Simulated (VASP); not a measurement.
Si4PI: relaxation of cell and atoms with PBE

The system is Si4PI.

```
Si P I
1.0
     0.00000    3.86724    3.86724
     3.86724    0.00000    3.86724
     3.86724    3.86724    0.00000
Si P I
4 1 1
Direct
  0.12380 0.62540 0.62540
  0.62540 0.62540 0.62540
  0.62540 0.12380 0.62540
  0.62540 0.62540 0.12380
  0.00000 0.00000 0.00000
  0.25000 0.25000 0.25000
```

```
Program                : VASP 6.6.1
Task                   : relaxation of cell and atoms
Functional             : PBE
Potentials or basis    : VASP PAW PBE potentials, release 64 (Si, P, I)
Cutoff                 : 600 eV
k mesh                 : 8 × 8 × 8
Occupations            : gaussian, width 0.1 eV
Spin                   : no spin polarisation
Dipole correction      : no
Further INCAR settings : ALGO = Normal; EDIFF = 1e-06; IBRION = 2; EDIFFG = -0.01; NSW = 100; ISIF = 3
```

```
Relaxed volume                         : 18.31 Å³/atom
Relaxed cell                           : a = 5.375 Å, b = 5.375 Å, c = 5.375 Å, α = 60.00°, β = 60.00°, γ = 60.00°
Space group after relaxing (to 0.05 Å) : F-43m (No. 216)
Energy gained by relaxing              : 9.9 meV/atom
Ionic steps                            : 5
Pressure after relaxing                : 0.0 GPa
Band gap on the k mesh                 : zero (band 14 reaches 8.90 eV, above the bottom of band 15 at 6.37 eV)
```

The path:
```tsv
step	energy change (eV)	largest force (eV/Å)	pressure (GPa)	volume (Å³)
1	0.0000	0.1371	-2.90	115.67
2	-0.0580	0.0883	-0.04	109.92
3	-0.0581	0.0861	0.06	109.74
4	-0.0592	0.0454	0.05	109.78
5	-0.0596	0.0008	0.03	109.83
```

Final structure:
```
CELL_PARAMETERS angstrom
0.00000 3.80101 3.80101
3.80101 0.00000 3.80101
3.80101 3.80101 0.00000
ATOMIC_POSITIONS crystal
Si 0.12020 0.62660 0.62660
Si 0.62660 0.62660 0.62660
Si 0.62660 0.12020 0.62660
Si 0.62660 0.62660 0.12020
P 0.00000 0.00000 0.00000
I 0.25000 0.25000 0.25000
```

Levels at points of the mesh, in eV from the Fermi level:
```tsv
k point	band 11	band 12	band 13	band 14	band 15	band 16	band 17	band 18
(0.00, 0.00, 0.00)	-3.53	-3.53	-3.53	-2.09	-2.09	2.28	2.28	2.28
(0.50, 0.00, 0.00)	-1.75	-1.75	-0.79	-0.79	0.30	1.61	2.22	2.22
(0.50, 0.50, 0.00)	-0.91	-0.91	-0.88	0.07	0.24	0.37	0.72	0.72
```

It took 3.3 min on 1 thread of AMD EPYC 7R13 Processor (Zen 3) (shared host), peak memory 0.34 GiB.

Caveat: spin-orbit coupling is left out, which moves the levels of the heavy elements.
